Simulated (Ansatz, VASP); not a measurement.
# BeS: VASP beside Ansatz

File INCAR:

```
PREC = Accurate
ENCUT = 600
EDIFF = 1E-6
ISMEAR = 0
SIGMA = 0.02
LREAL = False
LASPH = True
NELM = 120
ALGO = Normal
ISIF = 2
LWAVE = False
LCHARG = False
GGA = PS
NBANDS = 11
GGA_COMPAT = False
```

KPOINTS

```
regular mesh
0
Gamma
  8 8 8
```

Contents of POSCAR:

```
BeS
1.0
    0.0000000000      2.6403363000      2.6403363000
    2.6403363000      0.0000000000      2.6403363000
    2.6403363000      2.6403363000      0.0000000000
Be S
1 1
Direct
    0.0000000000      0.0000000000      0.0000000000
    0.7500000000      0.7500000000      0.7500000000
```

Input for Ansatz:

```yaml
crystal:
  lattice:
    - [0.0, 2.6403363, 2.6403363]
    - [2.6403363, 0.0, 2.6403363]
    - [2.6403363, 2.6403363, 0.0]
  atoms:
    - { symbol: Be, position: [0.0, 0.0, 0.0] }
    - { symbol: S, position: [0.75, 0.75, 0.75] }
basis:
  ecutwfc: 420
kpoints:
  mp_grid: { grid: [8, 8, 8] }
hamiltonian:
  xc: pbesol
scf:
  occupations: { method: gaussian, width: 0.02 }
output:
  forces: true
  stress: true
  eigenvalues: true
```

Alike in both runs: task single point; functional PBEsol; k mesh 8 × 8 × 8; occupations gaussian, width 0.02 eV; no spin polarisation.

|  | VASP | Ansatz |
| --- | --- | --- |
| version | VASP 6.6.1 | Ansatz 0.2.0 |
| potentials or method | VASP PAW PBE potentials, release 64 (Be, S), cutoff 600 eV | scalar-relativistic, plane waves, PAW |
| valence electrons in the cell | 8 | 8 |

VASP gave:

```
gap on the k mesh at the Fermi level (eV) : 3.36
least direct gap on the mesh (eV)         : 3.79
pressure (GPa)                            : -15.3
```

Question: Which values does Ansatz return?

Answer: gap on the k mesh at the Fermi level (eV): 3.35; least direct gap on the mesh (eV): 3.79; pressure (GPa): -15.5.

VASP's potentials were made for PBE, not for PBEsol.
